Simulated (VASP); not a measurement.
Set up this calculation in VASP 6.6.1, as the native input.

| Quantity | Value |
| --- | --- |
| Task | single point |
| Functional | HSE06 |
| Potentials or basis | VASP PAW PBE potentials, release 64 (Sn_d, Mg) |
| Cutoff | 520 eV |
| k mesh | 4 × 4 × 4 |
| Occupations | fermi-dirac, width 0.02 eV |
| Spin | no spin polarisation |
| Dipole correction | no |
| Grid for exact exchange (PRECFOCK) | Normal |
| Further INCAR settings | ALGO = Normal; EDIFF = 1e-06; NBANDS = 16 |
| Share of exact exchange | 0.25 |
| Screening parameter | 0.2079 1/Å |

Crystal: Mg2Sn.

```
Sn Mg
1.0
     0.00000    3.37994    3.37994
     3.37994    0.00000    3.37994
     3.37994    3.37994    0.00000
Sn Mg
1 2
Direct
  0.00000 0.00000 0.00000
  0.25000 0.25000 0.25000
  0.75000 0.75000 0.75000
```

The input as run:

POSCAR

```
Mg2Sn
1.0
    0.0000000000      3.3799352826      3.3799352826
    3.3799352826      0.0000000000      3.3799352826
    3.3799352826      3.3799352826      0.0000000000
Sn Mg
1 2
Direct
    0.0000000000      0.0000000000      0.0000000000
    0.2500000000      0.2500000000      0.2500000000
    0.7500000000      0.7500000000      0.7500000000
```

INCAR.step1

```
PREC = Accurate
ENCUT = 520
EDIFF = 1E-5
ISMEAR = -1
SIGMA = 0.02
LREAL = False
LASPH = True
NELM = 120
ALGO = Normal
ISIF = 2
LWAVE = True
LCHARG = False
NBANDS = 16
GGA = PE
GGA_COMPAT = False
```

INCAR.step2

```
PREC = Accurate
ENCUT = 520
EDIFF = 1E-6
ISMEAR = -1
SIGMA = 0.02
LREAL = False
LASPH = True
NELM = 120
ALGO = Normal
ISIF = 2
LWAVE = False
LCHARG = False
GGA = PE
LHFCALC = True
HFSCREEN = 0.2079
PRECFOCK = Normal
NBANDS = 16
ISTART = 1
GGA_COMPAT = False
```

KPOINTS

```
Automatic mesh
0
Gamma
  4 4 4
```

Potentials or basis: VASP PAW PBE potentials, release 64 (Sn_d, Mg).

Run with:

```sh
$ cat potpaw_PBE.64/Sn_d/POTCAR potpaw_PBE.64/Mg/POTCAR > POTCAR
$ cp INCAR.step1 INCAR
$ mpirun -np 1 vasp_std > vasp.out
$ cp INCAR.step2 INCAR
$ mpirun -np 1 vasp_std > vasp.out
```

Results of the run:

```yaml
Pressure: -0.1 GPa
```

Caveat: the k points lie up to 0.40 Å⁻¹ apart; the PAW data sets were made with another functional, which shifts forces and pressure a little.

Wall time 35 min on 1 thread of AMD EPYC 7R43 64-Core Processor (Zen 3), on a shared host, peak memory 0.28 GiB.
